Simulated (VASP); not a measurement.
# Ta2Si (I4/mcm) in VASP: notebook

Ta2Si is run at these levels: r2SCAN; tasks: single point.

All numbers are computed with VASP 6.6.1; they aren't measurements. Logs are shortened: lines on timing, memory, paths and dates and some standing lists are left out, and cuts for length are marked.

## (1) The cell of the first run

It takes space group I4/mcm (No. 140, tetragonal). Conventional cell: a = 6.186 Å, b = 6.186 Å, c = 5.065 Å, α = 90.00°, β = 90.00°, γ = 90.00°. Ta (site symmetry m2m) has 4 Si at 2.64 Å and 11 Ta at 2.86 to 3.27 Å within 3.5 Å. Within 3.3 Å of Si (site symmetry 422) lie 2 Si at 2.53 Å and 8 Ta at 2.64 Å.

## (2) Single point, r2SCAN

Contents of POSCAR:

```
Ta2Si
1.0
   -3.0930955077      3.0930955077      2.5323991333
    3.0930955077     -3.0930955077      2.5323991333
    3.0930955077      3.0930955077     -2.5323991333
Ta Si
4 2
Direct
    0.6636416899      0.8363583101      0.5000000000
    0.8363583101      0.3363583101      0.1727166202
    0.3363583101      0.1636416899      0.5000000000
    0.1636416899      0.6636416899      0.8272833798
    0.2500000000      0.2500000000      0.0000000000
    0.7500000000      0.7500000000      0.0000000000
```

Contents of INCAR.step1:

```
PREC     = Accurate       # precision mode
ENCUT    = 520            # plane-wave cutoff, eV
ISMEAR   = 0              # smearing method
SIGMA    = 0.1            # smearing width, eV
LREAL    = F              # projectors in reciprocal space
LASPH    = T              # aspherical terms in the spheres
NELM     = 100            # most SCF steps
NBANDS   = 35             # bands
GGA      = PE             # functional
ALGO     = Normal         # electronic algorithm
EDIFF    = 1E-4           # SCF threshold, eV
LWAVE    = T              # write WAVECAR
LCHARG   = F              # write CHGCAR
```

Contents of INCAR.step2:

```
PREC     = Accurate       # precision mode
ENCUT    = 520            # plane-wave cutoff, eV
EDIFF    = 1E-7           # SCF threshold, eV
ISMEAR   = 0              # smearing method
SIGMA    = 0.1            # smearing width, eV
LREAL    = F              # projectors in reciprocal space
LASPH    = T              # aspherical terms in the spheres
NELM     = 100            # most SCF steps
ALGO     = Normal         # electronic algorithm
ISIF     = 2              # what is computed and relaxed
LWAVE    = F              # write WAVECAR
LCHARG   = F              # write CHGCAR
METAGGA  = R2SCAN         # meta-GGA
LMIXTAU  = T            
NBANDS   = 35             # bands
ISTART   = 1
```

Contents of KPOINTS:

```
regular mesh
0
Gamma
  10 10 10
```

Potentials or basis: VASP PAW PBE potentials, release 64 (Ta_pv, Si).

Started as:

```
cat potpaw_PBE.64/Ta_pv/POTCAR potpaw_PBE.64/Si/POTCAR > POTCAR
cp INCAR.step1 INCAR
mpirun -np 1 vasp_std > vasp.out
cp INCAR.step2 INCAR
mpirun -np 1 vasp_std > vasp.out
```

OUTCAR:

```text
PREC = Accurate
   ENCUT = 520
   EDIFF = 1E-7
   ISMEAR = 0
   LREAL = F
   LASPH = T
   NELM = 100
   ISIF = 2
   METAGGA = R2SCAN
   ISTART = 1

 ion  position               nearest neighbor table
   1  0.664  0.836  0.500-   5 2.64   6 2.64   6 2.64   5 2.64   3 2.86   3 2.95   3 2.95   4 3.24
                             2 3.24   4 3.24   2 3.24   4 3.27   2 3.27   2 3.27   4 3.27
   2  0.836  0.336  0.173-   5 2.64   6 2.64   6 2.64   5 2.64   4 2.86   4 2.95   4 2.95   3 3.24
                             1 3.24   1 3.24   3 3.24   3 3.27   1 3.27   1 3.27   3 3.27
   3  0.336  0.164  0.500-   6 2.64   5 2.64   5 2.64   6 2.64   1 2.86   1 2.95   1 2.95   4 3.24
                             2 3.24   4 3.24   2 3.24   4 3.27   2 3.27   4 3.27   2 3.27
   4  0.164  0.664  0.827-   5 2.64   6 2.64   6 2.64   5 2.64   2 2.86   2 2.95   2 2.95   1 3.24
                             3 3.24   3 3.24   1 3.24   1 3.27   3 3.27   3 3.27   1 3.27
   5  0.250  0.250  0.000-   6 2.53   6 2.53   2 2.64   4 2.64   4 2.64   2 2.64   3 2.64   1 2.64
                             1 2.64   3 2.64
   6  0.750  0.750  0.000-   5 2.53   5 2.53   2 2.64   4 2.64   4 2.64   2 2.64   1 2.64   3 2.64
                             1 2.64   3 2.64

  LATTYP: Found a body centered tetragonal cell.
 ALAT       =     6.1861910154
 C/A-ratio  =     0.8187264593

  Lattice vectors:

 A1 = (  -3.0930955077,   3.0930955077,   2.5323991333)
 A2 = (   3.0930955077,  -3.0930955077,   2.5323991333)
 A3 = (   3.0930955077,   3.0930955077,  -2.5323991333)

Analysis of symmetry for initial positions (statically):
=====================================================================
 Subroutine PRICEL returns:
 Original cell was already a primitive cell.

 Routine SETGRP: Setting up the symmetry group for a
 body centered tetragonal supercell.

 Subroutine GETGRP returns: Found 16 space group operations
 (whereof  8 operations were pure point group operations)
 out of a pool of 16 trial point group operations.

The static configuration has the point symmetry C_4h.
 The point group associated with its full space group is D_4h.

Analysis of symmetry for dynamics (positions and initial velocities):
=====================================================================
 Subroutine PRICEL returns:
 Original cell was already a primitive cell.

 Routine SETGRP: Setting up the symmetry group for a
 body centered tetragonal supercell.

 Subroutine GETGRP returns: Found 16 space group operations
 (whereof  8 operations were pure point group operations)
 out of a pool of 16 trial point group operations.

The dynamic configuration has the point symmetry C_4h.
 The point group associated with its full space group is D_4h.

 Subroutine INISYM returns: Found 16 space group operations
 (whereof  8 operations are pure point group operations),
 and found     1 'primitive' translations

[... 112 lines left out ...]
   PSTRESS=    0.0 pullay stress
   NELECT =      52.0000    total number of electrons
   NUPDOWN=      -1.0000    fix difference up-down
   EMIN   =  10.00;   EMAX   =-10.00  energy-range for DOS
   EFERMI =   0.00;   METHOD = LEGACY
   ISMEAR =     0;   SIGMA  =   0.10  broadening in eV -4-tet -1-fermi 0-gaus
   EFERMI_NEDOS =   21; number of points for ismear=-14 and -15
   IALGO  =     38    algorithm
   IMIX   =      4    mixing-type and parameters
     AMIX     =   0.40;   BMIX     =  1.00
     AMIX_MAG =   1.60;   BMIX_MAG =  1.00
  volume/ion in A,a.u.               =      16.15       109.00
  Fermi-wavevector in a.u.,A,eV,Ry     =   1.330300  2.513903 24.078214  1.769699
  Thomas-Fermi vector in A             =   2.459398
   LORBIT       =      0    0 simple, 1 ext, 2 COOP (PROOUT), +10 PAW based schemes
   METAGGA = R2SCAN    functional components
   LHFCALC =     F    Hartree Fock is set to
   AEXX    =    0.0000 exact exchange contribution
   IVDW    =     0    specifies the selected vdW correction
   LEPSILON=     F    determine dielectric tensor
   LRPA    =     F    only Hartree local field effects (RPA)
 non-spin polarized calculation
 Gauss-broadening in eV      SIGMA  =   0.10
  energy-cutoff  :      520.00
  volume of cell :       96.91
 maximum number of plane-waves:      2634
 NGX is ok and might be reduce to    40
   NGX = 19   NGY = 19   NGZ = 19

 number of electron      52.0000000 magnetization

 Free energy of the ion-electron system (eV)
  ---------------------------------------------------
  ext. energy  EPLUGINS =         0.00000000
  ---------------------------------------------------
  free energy    TOTEN  =      -215.48684941 eV

  energy without entropy =     -215.47174833  energy(sigma->0) =     -215.47929887

 E-fermi :   7.4234     XC(G=0): -13.4476

 val. band max:        7.4161268607   @ k =  -0.2000  -0.3000   0.1000
 cond. band min:       7.4242338759   @ k =   0.3000   0.1000  -0.0000
 fundamental gap:      0.0081070153
 Fermi energy:         7.4233549627

 k-point     1 :       0.0000    0.0000    0.0000
  band No.  band energies     occupation
      1     -28.3935      2.00000
      2     -28.3935      2.00000
      3     -28.3848      2.00000
      4     -28.3396      2.00000
      5     -28.3396      2.00000
      6     -28.2968      2.00000
[... 901 lines left out ...]
     34      11.4050      0.00000
     35      11.8580      0.00000

 [... further k-points ...]

------------------------ aborting loop because EDIFF is reached ----------------------------------------

  FORCE on cell =-STRESS in cart. coord.  units (eV):
  Direction    XX          YY          ZZ          XY          YZ          ZX
  --------------------------------------------------------------------------------------
  -------------------------------------------------------------------------------------
  Total       -0.9342459     -0.9342459     -0.9602106      0.0000000     -0.0000000      0.0000000
  in kB      -15.4451801    -15.4451801    -15.8744353      0.0000000     -0.0000000      0.0000000
  external PRESSURE =     -15.5882651 kB  Pullay stress =       0.0000000 kB

 VOLUME and BASIS-vectors are now :
 -----------------------------------------------------------------------------
  energy-cutoff  :      520.00
  volume of cell :       96.91
      direct lattice vectors                 reciprocal lattice vectors
    -3.093095508  3.093095508  2.532399133     0.000000000  0.161650359  0.197441230
     3.093095508 -3.093095508  2.532399133     0.161650359  0.000000000  0.197441230
     3.093095508  3.093095508 -2.532399133     0.161650359  0.161650359  0.000000000

 POSITION                                       TOTAL-FORCE (eV/Angst)
 -----------------------------------------------------------------------------------
      2.08078      1.01232      2.53240        -0.004574      0.004574     -0.000000
     -1.01232      2.08078      2.53240        -0.004574     -0.004574     -0.000000
      1.01232      2.08078      0.00000         0.004574     -0.004574     -0.000000
      4.10541      1.01232     -0.00000         0.004574      0.004574      0.000000
      0.00000      0.00000      1.26620         0.000000      0.000000      0.000000
      0.00000      0.00000      3.79860         0.000000      0.000000      0.000000
 -----------------------------------------------------------------------------------
    total drift:                               -0.000000     -0.000000      0.000000

  FREE ENERGIE OF THE ION-ELECTRON SYSTEM (eV)
  ---------------------------------------------------
  free  energy   TOTEN  =      -215.4868494108 eV

  energy  without entropy=     -215.4717483290  energy(sigma->0) =     -215.47929887
```

OUTCAR.step1:

```text
PREC = Accurate
   ENCUT = 520
   ISMEAR = 0
   LREAL = F
[... 1158 lines left out ...]
      1.01232      2.08078      0.00000        -0.047710      0.047710     -0.000000
      4.10541      1.01232     -0.00000        -0.047710     -0.047710     -0.000000
      0.00000      0.00000      1.26620        -0.000000     -0.000000     -0.000000
      0.00000      0.00000      3.79860        -0.000000     -0.000000     -0.000000
 -----------------------------------------------------------------------------------
    total drift:                               -0.000000     -0.000000      0.000000

  FREE ENERGIE OF THE ION-ELECTRON SYSTEM (eV)
  ---------------------------------------------------
  free  energy   TOTEN  =       -61.4520442621 eV

  energy  without entropy=      -61.4360104891  energy(sigma->0) =      -61.44402738
```

OSZICAR.step1:

```text
N       E                     dE             d eps       ncg     rms          rms(c)
DAV:   1     0.451018756580E+03    0.45102E+03   -0.27794E+04  7140   0.149E+03
DAV:   2    -0.441780215907E+02   -0.49520E+03   -0.48285E+03  7825   0.426E+02
DAV:   3    -0.645309023176E+02   -0.20353E+02   -0.19769E+02  9055   0.770E+01
DAV:   4    -0.649641473708E+02   -0.43325E+00   -0.42961E+00  8960   0.105E+01
DAV:   5    -0.649719422049E+02   -0.77948E-02   -0.77789E-02  8811   0.135E+00    0.305E+01
DAV:   6    -0.618826784253E+02    0.30893E+01   -0.85962E+00  8533   0.145E+01    0.138E+01
DAV:   7    -0.614849619087E+02    0.39772E+00   -0.17724E+00  9200   0.701E+00    0.317E+00
DAV:   8    -0.614546384580E+02    0.30323E-01   -0.60192E-02  8833   0.115E+00    0.710E-01
DAV:   9    -0.614521104438E+02    0.25280E-02   -0.77238E-03  8704   0.435E-01    0.221E-01
DAV:  10    -0.614520442621E+02    0.66182E-04   -0.51983E-04  7725   0.146E-01
   1 F= -.61452044E+02 E0= -.61444027E+02  d E =-.160338E-01
```

Wall time 10 min (1 thread of Intel Xeon 6975P-C (Granite Rapids), shared host); peak memory 0.44 GiB.

What came out:

```
Free energy            : -215.4868 eV
Pressure               : -1.6 GPa
Largest force          : 0.006 eV/Å
Band gap on the k mesh : zero (bands 26 and 27 overlap by 0.78 eV)
```

Forces on the atoms (eV/Å):
```
Ta  -0.005  0.005  0.000
Ta  -0.005 -0.005  0.000
Ta   0.005 -0.005  0.000
Ta   0.005  0.005  0.000
Si   0.000  0.000  0.000
Si   0.000  0.000  0.000
```

Levels at points of the mesh, in eV from the Fermi level:
```tsv
k point	band 24	band 25	band 26	band 27	band 28	band 29
(0.00, 0.00, 0.00)	-2.19	0.23	0.27	0.99	1.46	1.46
(0.50, 0.00, 0.00)	-2.05	-1.20	-1.20	0.77	0.77	2.02
(0.50, 0.50, 0.00)	-1.62	-0.14	0.03	0.11	0.69	1.42
(0.50, 0.50, 0.50)	-1.09	-1.07	-1.07	-0.20	0.36	0.80
```

Caveat: the PAW data sets were made with another functional, which shifts forces and pressure a little; spin-orbit coupling is left out, which moves the levels of the heavy elements.

## (3) Single point, r2SCAN

This run uses another cell than the first one, of 16.01 Å³/atom.

Contents of POSCAR:

```
Ta2Si
1.0
   -3.0841136452      3.0841136452      2.5247022095
    3.0841136452     -3.0841136452      2.5247022095
    3.0841136452      3.0841136452     -2.5247022095
Ta Si
4 2
Direct
    0.6635845216      0.8364154784      0.5000000000
    0.8364154784      0.3364154784      0.1728309568
    0.3364154784      0.1635845216      0.5000000000
    0.1635845216      0.6635845216      0.8271690432
    0.2500000000      0.2500000000      0.0000000000
    0.7500000000      0.7500000000      0.0000000000
```

Contents of INCAR.step1:

```
SYSTEM = Ta2Si
PREC = Accurate ; ENCUT = 520
ISMEAR = 0 ; SIGMA = 0.1
LREAL = .FALSE. ; LASPH = .TRUE.
NELM = 100 ; NBANDS = 35
GGA = PE ; ALGO = Normal
EDIFF = 1E-4 ; LWAVE = .TRUE.
LCHARG = .FALSE.
```

Contents of INCAR.step2:

```
SYSTEM = Ta2Si
PREC = Accurate ; ENCUT = 520
EDIFF = 1E-7 ; ISMEAR = 0
SIGMA = 0.1 ; LREAL = .FALSE.
LASPH = .TRUE. ; NELM = 100
ALGO = Normal ; ISIF = 2
LWAVE = .FALSE. ; LCHARG = .FALSE.
METAGGA = R2SCAN ; LMIXTAU = .TRUE.
NBANDS = 35 ; ISTART = 1
```

Contents of KPOINTS:

```
regular mesh
0
G
  10 10 10
  0 0 0
```

Potentials or basis: VASP PAW PBE potentials, release 64 (Ta_pv, Si).

Started as:

```
cat potpaw_PBE.64/Ta_pv/POTCAR potpaw_PBE.64/Si/POTCAR > POTCAR
cp INCAR.step1 INCAR
mpirun -np 1 vasp_std > vasp.out
cp INCAR.step2 INCAR
mpirun -np 1 vasp_std > vasp.out
```

OUTCAR:

```text
SYSTEM = Ta2Si
   PREC = Accurate
   ENCUT = 520
   EDIFF = 1E-7
   ISMEAR = 0
   LREAL = .FALSE.
   LASPH = .TRUE.
   NELM = 100
   ISIF = 2
   METAGGA = R2SCAN
   ISTART = 1

 ion  position               nearest neighbor table
   1  0.664  0.836  0.500-   5 2.63   6 2.63   6 2.63   5 2.63   3 2.85   3 2.94   3 2.94   2 3.23
                             4 3.23   4 3.23   2 3.23   4 3.26   2 3.26   2 3.26   4 3.26
   2  0.836  0.336  0.173-   5 2.63   6 2.63   6 2.63   5 2.63   4 2.85   4 2.94   4 2.94   1 3.23
                             3 3.23   3 3.23   1 3.23   3 3.26   1 3.26   1 3.26   3 3.26
   3  0.336  0.164  0.500-   6 2.63   5 2.63   5 2.63   6 2.63   1 2.85   1 2.94   1 2.94   4 3.23
                             4 3.23   2 3.23   2 3.23   4 3.26   2 3.26   4 3.26   2 3.26
   4  0.164  0.664  0.827-   6 2.63   5 2.63   5 2.63   6 2.63   2 2.85   2 2.94   2 2.94   3 3.23
                             1 3.23   1 3.23   3 3.23   1 3.26   3 3.26   3 3.26   1 3.26
   5  0.250  0.250  0.000-   6 2.52   6 2.52   2 2.63   3 2.63   4 2.63   2 2.63   3 2.63   4 2.63
                             1 2.63   1 2.63
   6  0.750  0.750  0.000-   5 2.52   5 2.52   1 2.63   2 2.63   4 2.63   3 2.63   1 2.63   3 2.63
                             4 2.63   2 2.63

  LATTYP: Found a body centered tetragonal cell.
 ALAT       =     6.1682272904
 C/A-ratio  =     0.8186151679
[... 200 lines left out ...]
  band No.  band energies     occupation
      1     -28.2909      2.00000
      2     -28.2909      2.00000
      3     -28.2873      2.00000
      4     -28.2375      2.00000
      5     -28.2375      2.00000
      6     -28.1969      2.00000
[... 901 lines left out ...]
     34      11.5413      0.00000
     35      11.9872      0.00000

 [... further k-points ...]

------------------------ aborting loop because EDIFF is reached ----------------------------------------

  FORCE on cell =-STRESS in cart. coord.  units (eV):
  Direction    XX          YY          ZZ          XY          YZ          ZX
  --------------------------------------------------------------------------------------
  -------------------------------------------------------------------------------------
  Total        0.2848830      0.2848830      0.2439768      0.0000000     -0.0000000     -0.0000000
  in kB        4.7516693      4.7516693      4.0693803      0.0000000     -0.0000000     -0.0000000
  external PRESSURE =       4.5242396 kB  Pullay stress =       0.0000000 kB

 VOLUME and BASIS-vectors are now :
 -----------------------------------------------------------------------------
  energy-cutoff  :      520.00
  volume of cell :       96.06
      direct lattice vectors                 reciprocal lattice vectors
    -3.084113645  3.084113645  2.524702210     0.000000000  0.162121133  0.198043159
     3.084113645 -3.084113645  2.524702210     0.162121133  0.000000000  0.198043159
     3.084113645  3.084113645 -2.524702210     0.162121133  0.162121133  0.000000000

 POSITION                                       TOTAL-FORCE (eV/Angst)
 -----------------------------------------------------------------------------------
      2.07509      1.00903      2.52470         0.000983     -0.000983     -0.000000
     -1.00903      2.07509      2.52470         0.000983      0.000983     -0.000000
      1.00903      2.07509      0.00000        -0.000983      0.000983     -0.000000
      4.09314      1.00903      0.00000        -0.000983     -0.000983      0.000000
      0.00000      0.00000      1.26235        -0.000000     -0.000000      0.000000
      0.00000      0.00000      3.78705        -0.000000     -0.000000      0.000000
 -----------------------------------------------------------------------------------
    total drift:                               -0.000000     -0.000000      0.000000

  FREE ENERGIE OF THE ION-ELECTRON SYSTEM (eV)
  ---------------------------------------------------
  free  energy   TOTEN  =      -215.4897009647 eV

  energy  without entropy=     -215.4747109573  energy(sigma->0) =     -215.48220596
```

OUTCAR.step1:

```text
SYSTEM = Ta2Si
   PREC = Accurate
   ENCUT = 520
   ISMEAR = 0
   LREAL = .FALSE.
   LASPH = .TRUE.
[... 1158 lines left out ...]
      4.09314      1.00903      0.00000        -0.053969     -0.053969     -0.000000
      0.00000      0.00000      1.26235        -0.000000      0.000000     -0.000000
      0.00000      0.00000      3.78705        -0.000000     -0.000000     -0.000000
 -----------------------------------------------------------------------------------
    total drift:                               -0.000000     -0.000000      0.000000

  FREE ENERGIE OF THE ION-ELECTRON SYSTEM (eV)
  ---------------------------------------------------
  free  energy   TOTEN  =       -61.4394529217 eV

  energy  without entropy=      -61.4236542937  energy(sigma->0) =      -61.43155361
```

OSZICAR.step1:

```text
N       E                     dE             d eps       ncg     rms          rms(c)
DAV:   1     0.451810062773E+03    0.45181E+03   -0.27832E+04  7148   0.150E+03
DAV:   2    -0.446333133291E+02   -0.49644E+03   -0.48466E+03  7834   0.427E+02
DAV:   3    -0.645120754823E+02   -0.19879E+02   -0.19310E+02  9141   0.766E+01
DAV:   4    -0.649274998387E+02   -0.41542E+00   -0.41239E+00  8880   0.105E+01
DAV:   5    -0.649348683583E+02   -0.73685E-02   -0.73560E-02  8948   0.133E+00    0.310E+01
DAV:   6    -0.618696916336E+02    0.30652E+01   -0.84923E+00  8528   0.145E+01    0.141E+01
DAV:   7    -0.614721001994E+02    0.39759E+00   -0.17604E+00  9144   0.702E+00    0.321E+00
DAV:   8    -0.614420479647E+02    0.30052E-01   -0.59128E-02  8899   0.114E+00    0.715E-01
DAV:   9    -0.614395182728E+02    0.25297E-02   -0.76662E-03  8592   0.435E-01    0.220E-01
DAV:  10    -0.614394529217E+02    0.65351E-04   -0.51778E-04  7773   0.145E-01
   1 F= -.61439453E+02 E0= -.61431554E+02  d E =-.157986E-01
```

It took 23 min on 1 thread of Intel Xeon 8259CL, shared host; peak memory 0.44 GiB.

Results:

* Free energy: -215.4897 eV
* Pressure: 0.5 GPa
* Band gap on the k mesh: zero (bands 26 and 27 overlap by 0.79 eV)

Caveat: the PAW data sets were made with another functional, which shifts forces and pressure a little; spin-orbit coupling is left out, which moves the levels of the heavy elements.
